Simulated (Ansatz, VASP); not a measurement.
**GaAs: VASP beside Ansatz**

INCAR

```
SYSTEM = GaAs
PREC = Accurate ; ENCUT = 500
EDIFF = 1E-6 ; ISMEAR = 0
SIGMA = 0.01 ; LREAL = .FALSE.
LASPH = .TRUE. ; NELM = 120
ALGO = Normal ; ISIF = 2
LWAVE = .FALSE. ; LCHARG = .FALSE.
GGA = PE ; NBANDS = 16
GGA_COMPAT = .FALSE.
```

Contents of KPOINTS:

```
Automatic mesh
0
G
  4 4 4
  0 0 0
```

Contents of POSCAR:

```
GaAs
1.0
    0.0000000000      2.7795920100      2.7795920100
    2.7795920100      0.0000000000      2.7795920100
    2.7795920100      2.7795920100      0.0000000000
Ga As
1 1
Direct
    0.0000000000      0.0000000000      0.0000000000
    0.2500000000      0.2500000000      0.2500000000
```

Input for Ansatz:

```yaml
crystal:
  lattice:
    - [0.0, 2.77959201, 2.77959201]
    - [2.77959201, 0.0, 2.77959201]
    - [2.77959201, 2.77959201, 0.0]
  atoms:
    - { symbol: Ga, position: [0.0, 0.0, 0.0] }
    - { symbol: As, position: [0.25, 0.25, 0.25] }
basis:
  precision: f64
  xc_grid: 2
  ecutwfc: 700
  ecutrho_ratio: 4
kpoints:
  mp_grid: { grid: [4, 4, 4], shift: [0, 0, 0] }
hamiltonian:
  xc: pbe
  dispersion: none
  pseudopotentials:
    kind: paw
    azcp:
      As: "pseudopotentials/As.paw.azcp"
      Ga: "pseudopotentials/Ga.paw.azcp"
magnetization:
  spin_polarized: false
scf:
  lower_state_search: "off"
  max_iter: 200
  occupations: { method: fixed }
  convergence: { dr2_threshold: "1e-10 eV" }
output:
  forces: true
  stress: true
  eigenvalues: true
```

Alike in both runs: task single point; functional PBE; k mesh 4 × 4 × 4; no spin polarisation.

|  | VASP | Ansatz |
| --- | --- | --- |
| version | VASP 6.6.1 | Ansatz 0.2.0-dev |
| potentials or method | VASP PAW PBE potentials, release 64 (Ga_d, As), cutoff 500 eV | hard PAW set made for 700 eV |
| occupations | gaussian, width 0.01 eV | fixed |

|  | VASP | Ansatz | Ansatz less VASP |
| --- | --- | --- | --- |
| gap on the k mesh at the Fermi level (eV) | 0.90 | 0.90 | -0.003 |

The k mesh is coarse, so the values compare programs but aren't converged.
